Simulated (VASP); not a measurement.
AlN, 12 atoms in the cell. It takes space group Cm (No. 8, monoclinic). The conventional cell has a = 4.954 Å, b = 2.860 Å, c = 14.019 Å, α = 90.00°, β = 91.69°, γ = 90.00°. Within 2.7 Å of Al (site symmetry m) lie 6 N at 2.02 Å. Al (site symmetry m) has 6 N at 2.02 Å within 2.7 Å. Within 2.7 Å of Al (site symmetry m) lie 6 N at 2.02 Å. Within 2.7 Å of Al (site symmetry m) lie 6 N at 2.02 Å. Al (site symmetry m) has 6 N at 2.02 Å within 2.7 Å. Al (site symmetry m) has 6 N at 1.70 to 2.22 Å within 2.3 Å. Within 2.7 Å of N (site symmetry m) lie 6 Al at 2.02 Å. N (site symmetry m) has 6 Al at 2.02 Å within 2.7 Å. 

| Quantity | Value |
| --- | --- |
| Program | VASP 6.6.1 |
| Task | single point |
| Functional | PBEsol |
| Potentials or basis | VASP PAW PBE potentials, release 64 (Al, N) |
| Cutoff | 520 eV |
| k mesh | 9 × 9 × 2 |
| Occupations | gaussian, width 0.05 eV |
| Spin | no spin polarisation |
| Dipole correction | no |
| Further INCAR settings | ALGO = Normal; EDIFF = 1e-07; NBANDS = 36 |

Potentials or basis: VASP PAW PBE potentials, release 64 (Al, N).

Run with:

```sh
$ cat potpaw_PBE.64/Al/POTCAR potpaw_PBE.64/N/POTCAR > POTCAR
$ mpirun -np 1 vasp_std > vasp.out
```

Hardware: 1 thread of AMD EPYC 7R13 Processor (Zen 3), with other jobs on the host.

**Question.** How long does it take, and how much memory?

**Answer.** Run time: 2.6 min on 1 thread of AMD EPYC 7R13 Processor (Zen 3), on a shared host, peak memory 0.28 GiB. Counts: scf iterations 16, k points 50.
